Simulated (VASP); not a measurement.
Wanted: the native input for a VASP 6.6.1 run.

| Quantity | Value |
| --- | --- |
| Task | single point |
| Functional | r2SCAN |
| Potentials or basis | VASP PAW PBE potentials, release 64 (S, Mg_sv) |
| Cutoff | 920 eV |
| k mesh | 8 × 8 × 8 |
| Occupations | fermi-dirac, width 0.05 eV |
| Spin | no spin polarisation |
| Dipole correction | no |
| Further INCAR settings | ALGO = Normal; EDIFF = 1e-06; NBANDS = 15 |

Crystal: MgS.

```
S Mg
1.0
     0.00000    2.79483    2.79483
     2.79483    0.00000    2.79483
     2.79483    2.79483    0.00000
S Mg
1 1
Direct
  0.25000 0.25000 0.25000
  0.00000 0.00000 0.00000
```

The input as run:

POSCAR

```
MgS
1.0
    0.0000000000      2.7948299470      2.7948299470
    2.7948299470      0.0000000000      2.7948299470
    2.7948299470      2.7948299470      0.0000000000
S Mg
1 1
Direct
    0.2500000000      0.2500000000      0.2500000000
    0.0000000000      0.0000000000      0.0000000000
```

INCAR.step1

```
SYSTEM = MgS
  PREC = Accurate
  ENCUT = 920
  ISMEAR = -1
  SIGMA = 0.05
  LREAL = .FALSE.
  LASPH = .TRUE.
  NELM = 120
  NBANDS = 15
  GGA = PE
  ALGO = Normal
  EDIFF = 1E-5
  LWAVE = .TRUE.
  LCHARG = .FALSE.
  GGA_COMPAT = .FALSE.
```

INCAR.step2

```
SYSTEM = MgS
  PREC = Accurate
  ENCUT = 920
  EDIFF = 1E-6
  ISMEAR = -1
  SIGMA = 0.05
  LREAL = .FALSE.
  LASPH = .TRUE.
  NELM = 120
  ALGO = Normal
  ISIF = 2
  LWAVE = .FALSE.
  LCHARG = .TRUE.
  METAGGA = R2SCAN
  LMIXTAU = .TRUE.
  LELF = .TRUE.
  LVHAR = .TRUE.
  NBANDS = 15
  ISTART = 1
  GGA_COMPAT = .FALSE.
```

KPOINTS

```
Automatic mesh
0
G
  8 8 8
  0 0 0
```

Potentials or basis: VASP PAW PBE potentials, release 64 (S, Mg_sv).

Command:

```console
$ cat potpaw_PBE.64/S/POTCAR potpaw_PBE.64/Mg_sv/POTCAR > POTCAR
$ cp INCAR.step1 INCAR
$ mpirun -np 1 vasp_std > vasp.out
$ cp INCAR.step2 INCAR
$ mpirun -np 1 vasp_std > vasp.out
```

Results of the run:

```json
{
 "Pressure": "2.6 GPa",
 "Band gap on the k mesh": "4.29 eV (least direct gap 4.35 eV)"
}
```

Caveat: the PAW data sets were made with another functional, which shifts forces and pressure a little.

Wall time 3.3 min on 1 thread of AMD EPYC 7R43 64-Core Processor (Zen 3), on a shared host, peak memory 0.23 GiB.
